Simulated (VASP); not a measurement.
Wanted: the native input for a VASP 6.6.1 run.

* Task: single point
* Functional: LDA
* Potentials or basis: VASP PAW LDA potentials, release 64 (Cd, Te)
* Cutoff: 500 eV
* k mesh: 6 × 6 × 4
* Occupations: fermi-dirac, width 0.1 eV
* Spin: no spin polarisation
* Dipole correction: no
* Further INCAR settings: ALGO = Normal; EDIFF = 1e-06; NBANDS = 26

The structure of CdTe lies in POSCAR:

```
CdTe
1.0
    3.0855915320     -3.1151036966      0.0000000000
    3.0855915320      3.1151036966      0.0000000000
    0.0000000000      0.0000000000      6.1309886192
Cd Te
2 2
Direct
    0.2770300000      0.7229700000      0.7500000000
    0.7229700000      0.2770300000      0.2500000000
    0.7661370000      0.2338630000      0.7500000000
    0.2338630000      0.7661370000      0.2500000000
```

These files were run (other wordings do the same):

INCAR

```
SYSTEM = CdTe
ALGO     = Normal         ! electronic algorithm
EDIFF    = 1E-6           ! SCF threshold, eV
ENCUT    = 500            ! plane-wave cutoff, eV
GGA_COMPAT= .FALSE.      
ISIF     = 2              ! what is computed and relaxed
ISMEAR   = -1             ! smearing method
LASPH    = .TRUE.         ! aspherical terms in the spheres
LCHARG   = .TRUE.         ! write CHGCAR
LELF     = .TRUE.         ! ELF
LREAL    = .FALSE.        ! projectors in reciprocal space
LVHAR    = .TRUE.       
LWAVE    = .FALSE.        ! write WAVECAR
NBANDS   = 26             ! bands
NELM     = 120            ! most SCF steps
PREC     = Accurate       ! precision mode
SIGMA    = 0.1            ! smearing width, eV
```

KPOINTS

```
k-points
0
G
  6 6 4
  0 0 0
```

Potentials or basis: VASP PAW LDA potentials, release 64 (Cd, Te).

The run is started by

```sh
$ cat potpaw_LDA.64/Cd/POTCAR potpaw_LDA.64/Te/POTCAR > POTCAR
$ mpirun -np 1 vasp_std > vasp.out
```

Results of the run:

```
Pressure               : -5.3 GPa
Largest force          : 0.088 eV/Å
Band gap on the k mesh : zero (band 18 reaches 3.43 eV, above the bottom of band 19 at 2.03 eV)
```

Caveat: spin-orbit coupling is left out, which moves the levels of the heavy elements.

It took 53 s on 1 thread of Intel(R) Xeon(R) Platinum 8488C (Sapphire Rapids), on a shared host, peak memory 0.24 GiB.
